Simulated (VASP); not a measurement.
Here is a VASP 6.6.1 calculation.

File INCAR:

```
SYSTEM = WSe2
PREC = Accurate
ENCUT = 520
EDIFF = 1E-6
ISMEAR = 0
SIGMA = 0.02
LREAL = .False.
LASPH = .True.
NELM = 80
ALGO = Normal
ISIF = 2
LWAVE = .False.
LCHARG = .False.
LDIPOL = .True.
IDIPOL = 3
DIPOL = 0.5 0.5 0.500
GGA = PS
IBRION = 2
NSW = 100
EDIFFG = -0.003
LUSENCCL = .False.
```

The input KPOINTS:

```
Automatic mesh
0
Gamma
  12 12 1
  0 0 0
```

POSCAR

```
WSe2
1.0
    3.2820000000      0.0000000000      0.0000000000
   -1.6410000000      2.8422953752      0.0000000000
    0.0000000000      0.0000000000     21.3410000000
Se W
2 1
Direct
    0.6666666667      0.3333333333      0.4217234431
    0.6666666667      0.3333333333      0.5782765569
    0.3333333333      0.6666666667      0.5000000000
```

Potentials or basis: VASP PAW PBE potentials, release 64 (Se, W_sv).

Launch:

```sh
$ cat potpaw_PBE.64/Se/POTCAR potpaw_PBE.64/W_sv/POTCAR > POTCAR
$ mpirun -np 1 vasp_std > vasp.out
```

(1) What does it give for the band gap on the k mesh?

(2) Predict the energy gained by relaxing.

Answers

(1) 1.65 eV, direct.

(2) 0.0 meV/atom.

Caveat: spin-orbit coupling is left out, which moves the levels of the heavy elements.
